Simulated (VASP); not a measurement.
Li3Tm:

```
CELL_PARAMETERS angstrom
4.13463 0.00000 0.00000
0.00000 4.13463 0.00000
0.00000 0.00000 4.13463
ATOMIC_POSITIONS crystal
Li 0.50000 0.00000 0.50000
Li 0.00000 0.50000 0.50000
Li 0.50000 0.50000 0.00000
Tm 0.00000 0.00000 0.00000
```

The cell was generated, and may not be a known phase.

```yaml
Program: VASP 6.6.1
Task: relaxation of cell and atoms
Functional: PBE
Potentials_or_basis: VASP PAW PBE potentials, release 64 (Li_sv, Tm_3), 4f in core
Cutoff: 750 eV
k_mesh: 4 × 4 × 4
Occupations: gaussian, width 0.1 eV
Spin: no spin polarisation
```

At the start: pressure 10.1 GPa; volume 17.67 Å³/atom.

Question: How do energy, volume and symmetry change on relaxing?

Answer: Over 5 steps the energy falls by 154.7 meV/atom and the volume is 23.65 Å³/atom (+33.8 %); space group Pm-3m (No. 221, to 0.1 Å) before and after.

The path:
```csv
step,energy change (eV),largest force (eV/Å),pressure (GPa),volume (Å³)
1,0.0000,0.0000,10.12,70.68
2,-0.4974,0.0000,3.63,82.73
3,-0.5481,0.0000,-1.92,105.53
4,-0.6178,0.0000,-0.28,95.91
5,-0.6190,0.0000,0.00,94.59
```

Final structure:
```
Li Tm
1.0
     4.55637    0.00000    0.00000
     0.00000    4.55637    0.00000
     0.00000    0.00000    4.55637
Li Tm
3 1
Cartesian
  2.2782 0.0000 2.2782
  0.0000 2.2782 2.2782
  2.2782 2.2782 0.0000
  0.0000 0.0000 0.0000
```

Caveat: the k points lie up to 0.34 Å⁻¹ apart in the final cell, too coarse for converged energies and pressures of a metal; the volume moved by over 15 % at a fixed basis, so the end points are rough.
